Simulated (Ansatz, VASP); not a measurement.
# AlCo in VASP and in Ansatz

The input POSCAR:

```
AlCo
1.0
    0.0000000000      2.3198446306      2.3198446306
    2.3198446306      0.0000000000      2.3198446306
    2.3198446306      2.3198446306      0.0000000000
Co Al
1 1
Direct
    0.0000000000      0.0000000000      0.0000000000
    0.5000000000      0.5000000000      0.5000000000
```

INCAR.step1

```
PREC = Accurate
ENCUT = 520
ISMEAR = -1
SIGMA = 0.08
LREAL = False
LASPH = True
NELM = 100
NBANDS = 13
GGA = PE
ALGO = Normal
EDIFF = 1E-4
LWAVE = True
LCHARG = False
```

INCAR.step2

```
PREC = Accurate
ENCUT = 520
EDIFF = 1E-6
ISMEAR = -1
SIGMA = 0.08
LREAL = False
LASPH = True
NELM = 100
ALGO = Normal
ISIF = 2
LWAVE = False
LCHARG = True
METAGGA = R2SCAN
LMIXTAU = True
LELF = True
LVHAR = True
NBANDS = 13
ISTART = 1
```

Contents of KPOINTS:

```
regular mesh
0
Gamma
  15 15 15
```

Input for Ansatz:

```yaml
crystal:
  lattice:
    - [0.0, 2.3198446306, 2.3198446306]
    - [2.3198446306, 0.0, 2.3198446306]
    - [2.3198446306, 2.3198446306, 0.0]
  atoms:
    - { symbol: Co, position: [0.0, 0.0, 0.0] }
    - { symbol: Al, position: [0.5, 0.5, 0.5] }
kpoints:
  mp_grid: { grid: [15, 15, 15] }
scf:
  occupations: { method: fermi_dirac, width: 0.08 }
hamiltonian:
  xc: r2scan
  pseudopotentials: { kind: paw }
output:
  forces: true
  stress: true
  eigenvalues: true
  populations: true
  write_density: true
  write_potential: true
  elf: true
  volumetric_format: npy
```

Change from the starting cell: volume scaled by 0.94, PAW files.

Alike in both runs: task single point; functional r2SCAN; k mesh 15 × 15 × 15; occupations fermi-dirac, width 0.08 eV; no spin polarisation.

|  | VASP | Ansatz |
| --- | --- | --- |
| version | VASP 6.6.1 | Ansatz 0.2.0 |
| potentials or method | VASP PAW PBE potentials, release 64 (Co, Al) | PAW with Ansatz's default frozen-core files, scalar-relativistic |
| plane-wave cutoff (eV) | 520 | 500 |
| valence electrons in the cell | 12 | 20 |

```csv
,VASP,Ansatz,Ansatz less VASP
pressure (GPa),9.0,9.1,+0.07
```

VASP's potentials were made for PBE, not for r2SCAN. The functional is the same, so the differences come from potentials, cutoffs and numerics. VASP's potentials hold 12 valence electrons a cell and Ansatz's 20, so a difference there can come from the potentials and not from the codes.
